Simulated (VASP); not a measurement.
Wanted: the native input for a VASP 6.6.1 run.

```yaml
Task: single point
Functional: PBE
Potentials_or_basis: VASP PAW PBE potentials, release 64 (Si, As)
Cutoff: 500 eV
k_mesh: 5 × 5 × 5
Occupations: gaussian, width 0.2 eV
Spin: no spin polarisation
Dipole_correction: no
Further_INCAR_settings: ALGO = Normal; EDIFF = 1e-06; NBANDS = 19
```

The structure of Si3As2 lies in POSCAR:

```
Si3As2
1.0
   -2.4857011268      2.4857011268      3.7275122151
    2.4857011268     -2.4857011268      3.7275122151
    2.4857011268      2.4857011268     -3.7275122151
Si As
3 2
Direct
    0.3391269434      0.3391269434      0.0000000000
    0.6608730566      0.6608730566      0.0000000000
    0.0000000000      0.0000000000      0.0000000000
    0.5000000000      0.0000000000      0.5000000000
    0.0000000000      0.5000000000      0.5000000000
```

The cell was generated, and may not be a known phase.

The input as run:

INCAR

```
  ALGO = Normal
  EDIFF = 1E-6
  ENCUT = 500
  GGA = PE
  GGA_COMPAT = F
  ISIF = 2
  ISMEAR = 0
  LASPH = T
  LCHARG = F
  LREAL = F
  LWAVE = F
  NBANDS = 19
  NELM = 120
  PREC = Accurate
  SIGMA = 0.2
```

KPOINTS

```
k-points
0
Gamma
  5 5 5
```

Potentials or basis: VASP PAW PBE potentials, release 64 (Si, As).

The run is started by

```console
$ cat potpaw_PBE.64/Si/POTCAR potpaw_PBE.64/As/POTCAR > POTCAR
$ mpirun -np 1 vasp_std > vasp.out
```

It gave:

| Property | Result |
| --- | --- |
| Pressure | 0.1 GPa |
| Largest force | 0.011 eV/Å |
| Band gap on the k mesh | zero (bands 11 and 12 overlap by 1.71 eV) |

Wall time 59 s on 1 thread of Intel Xeon 8259CL, on a shared host, peak memory 0.24 GiB.
